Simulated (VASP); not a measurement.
A run of VASP 6.6.1 is set up as follows.

POSCAR

```
Nb
1.0
   -1.6414614324      1.6414614324      1.6414614324
    1.6414614324     -1.6414614324      1.6414614324
    1.6414614324      1.6414614324     -1.6414614324
Nb
1
Direct
    0.0000000000      0.0000000000      0.0000000000
```

Contents of INCAR.step1:

```
ALGO     = Normal         # electronic algorithm
EDIFF    = 1E-5           # SCF threshold, eV
ENCUT    = 550            # plane-wave cutoff, eV
GGA      = PE             # functional
GGA_COMPAT= F            
ISMEAR   = -1             # smearing method
LASPH    = T              # aspherical terms in the spheres
LCHARG   = F              # write CHGCAR
LREAL    = F              # projectors in reciprocal space
LWAVE    = T              # write WAVECAR
NBANDS   = 12             # bands
NELM     = 120            # most SCF steps
PREC     = Accurate       # precision mode
SIGMA    = 0.05           # smearing width, eV
```

File INCAR.step2:

```
ALGO     = Normal         # electronic algorithm
EDIFF    = 1E-6           # SCF threshold, eV
ENCUT    = 550            # plane-wave cutoff, eV
GGA_COMPAT= F            
ISIF     = 2              # what is computed and relaxed
ISMEAR   = -1             # smearing method
ISTART   = 1            
LASPH    = T              # aspherical terms in the spheres
LCHARG   = F              # write CHGCAR
LMIXTAU  = T            
LREAL    = F              # projectors in reciprocal space
LWAVE    = F              # write WAVECAR
METAGGA  = R2SCAN         # meta-GGA
NBANDS   = 12             # bands
NELM     = 120            # most SCF steps
PREC     = Accurate       # precision mode
SIGMA    = 0.05           # smearing width, eV
```

KPOINTS

```
k-points
0
Gamma
  11 11 11
```

Potentials or basis: VASP PAW PBE potentials, release 64 (Nb_sv).

Run with:

```console
$ cat potpaw_PBE.64/Nb_sv/POTCAR > POTCAR
$ cp INCAR.step1 INCAR
$ mpirun -np 1 vasp_std > vasp.out
$ cp INCAR.step2 INCAR
$ mpirun -np 1 vasp_std > vasp.out
```

Task: Predict the band gap on the k mesh.

Result: Zero (an odd number of electrons rules out a gap without spin polarisation).

Task: What does it give for the pressure?

Result: 4.1 GPa.

Caveat: the cell stands under pressure; the PAW data sets were made with another functional, which shifts forces and pressure a little.
